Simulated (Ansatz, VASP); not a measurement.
## One calculation of Bi3S, two programs

```xyz
4
Lattice="3.6252 0.0000 0.0000 -1.8126 3.1395 0.0000 0.0000 0.0000 9.9103" Properties=species:S:1:pos:R:3 pbc="T T T"
Bi    1.8126    1.0465    0.0000
Bi    0.0000    0.0000    7.0357
Bi    0.0000    0.0000    2.8745
S     1.8126    1.0465    4.9551
```

Change from the starting cell: species swapped into the LiMg3 type (P-6m2, No. 187).

Alike in both runs: functional PBE; k mesh 12 × 12 × 6; occupations gaussian, width 0.1 eV; no spin polarisation.

Ansatz relaxed the structure, and its values are those at the end. VASP's run is a single point on that final structure, the one shown.

|  | VASP | Ansatz |
| --- | --- | --- |
| version | VASP 6.6.1 | Ansatz 0.2.0 |
| potentials or method | VASP PAW PBE potentials, release 64 (Bi_d, S), cutoff 520 eV | scalar-relativistic, plane waves, PAW |
| valence electrons in the cell | 51 | 51 |

```tsv
	VASP	Ansatz	Ansatz less VASP
gap on the k mesh at the Fermi level (eV)	none	none	-
pressure (GPa)	-0.1	0.0	+0.06
```

A gap of «none» marks a metal or a gap that the smearing closes.

Spin-orbit coupling is off throughout.
